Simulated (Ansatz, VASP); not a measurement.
## TaN: VASP beside Ansatz

INCAR

```
SYSTEM = TaN
PREC = Accurate ; ENCUT = 600
EDIFF = 1E-7 ; ISMEAR = -1
SIGMA = 0.15 ; LREAL = .FALSE.
LASPH = .TRUE. ; NELM = 60
ALGO = Normal ; ISIF = 3
LWAVE = .FALSE. ; LCHARG = .FALSE.
GGA = PE ; IBRION = 2
NSW = 80 ; EDIFFG = -0.001
```

File KPOINTS:

```
regular mesh
0
G
  18 18 14
  0 0 0
```

The input POSCAR:

```
TaN
1.0
    2.9501846798      0.0000000000      0.0000000000
   -1.4750923399      2.5549348785      0.0000000000
    0.0000000000      0.0000000000      2.8977716015
Ta N
1 1
Direct
    0.3333333333      0.6666666667      0.5000000000
    0.0000000000      0.0000000000      0.0000000000
```

Input for Ansatz:

```yaml
crystal:
  lattice:
    - [2.9501846798, 0.0, 0.0]
    - [-1.4750923399, 2.5549348785, 0.0]
    - [0.0, 0.0, 2.8977716015]
  atoms:
    - { symbol: Ta, position: [0.3333333333, 0.6666666667, 0.5] }
    - { symbol: "N", position: [0.0, 0.0, 0.0] }
basis:
  ecutwfc: 420
kpoints:
  mp_grid: { grid: [18, 18, 14] }
hamiltonian:
  xc: pbe
scf:
  occupations: { method: fermi_dirac, width: 0.15 }
output:
  forces: true
  stress: true
  eigenvalues: true
  write_density: true
  write_potential: true
  elf: true
  volumetric_format: npy
relax:
  adjacent_minimum: "off"
  f_tol: 0.001
  max_steps: 60
  cell: { stress_tol: 0.01 }
```

Alike in both runs: task relaxation of cell and atoms; functional PBE; k mesh 18 × 18 × 14; occupations fermi-dirac, width 0.15 eV; no spin polarisation.

```csv
,VASP,Ansatz
version,VASP 6.6.1,Ansatz 0.2.0
potentials or method,"VASP PAW PBE potentials, release 64 (Ta_pv, N), cutoff 600 eV","scalar-relativistic, plane waves, PAW"
valence electrons in the cell,16,18
```

VASP gave:

| Item | Value |
| --- | --- |
| gap on the k mesh at the Fermi level, each at its own relaxed structure (eV) | none |
| relaxed volume (Å³/atom) | 10.94 |
| relaxed length of the cell vector where the two differ most in proportion (Å) | 2.899 |

**Question.** What did Ansatz give for the same quantities?

**Answer.** gap on the k mesh at the Fermi level, each at its own relaxed structure (eV): none; relaxed volume (Å³/atom): 10.92; relaxed length of the cell vector where the two differ most in proportion (Å): 2.897.

A gap of «none» marks a metal or a gap that the smearing closes. VASP's potentials hold 16 valence electrons a cell and Ansatz's 18, so a difference there can come from the potentials and not from the codes.

Spin-orbit coupling is off throughout.
